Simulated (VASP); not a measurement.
A run of VASP 6.6.1 is set up as follows.

File INCAR:

```
ALGO = Normal ; EDIFF = 1E-7
ENCUT = 520 ; ISIF = 2
ISMEAR = -1 ; LASPH = True
LCHARG = True ; LELF = True
LREAL = False ; LVHAR = True
LWAVE = False ; NBANDS = 16
NELM = 80 ; PREC = Accurate
SIGMA = 0.1
```

KPOINTS

```
k-points
0
Gamma
  7 7 7
```

Contents of POSCAR:

```
NaLi3
1.0
   -2.3158326200      2.3158326200      4.6481579000
    2.3158326200     -2.3158326200      4.6481579000
    2.3158326200      2.3158326200     -4.6481579000
Na Li
1 3
Direct
    0.0000000000      0.0000000000      0.0000000000
    0.7500000000      0.2500000000      0.5000000000
    0.2500000000      0.7500000000      0.5000000000
    0.5000000000      0.5000000000      0.0000000000
```

Potentials or basis: VASP PAW LDA potentials, release 64 (Na_pv, Li_sv).

The run is started by

```console
$ cat potpaw_LDA.64/Na_pv/POTCAR potpaw_LDA.64/Li_sv/POTCAR > POTCAR
$ mpirun -np 1 vasp_std > vasp.out
```

(1) Predict the band gap on the k mesh.

Results:

(1) zero (bands 8 and 9 overlap by 2.40 eV).
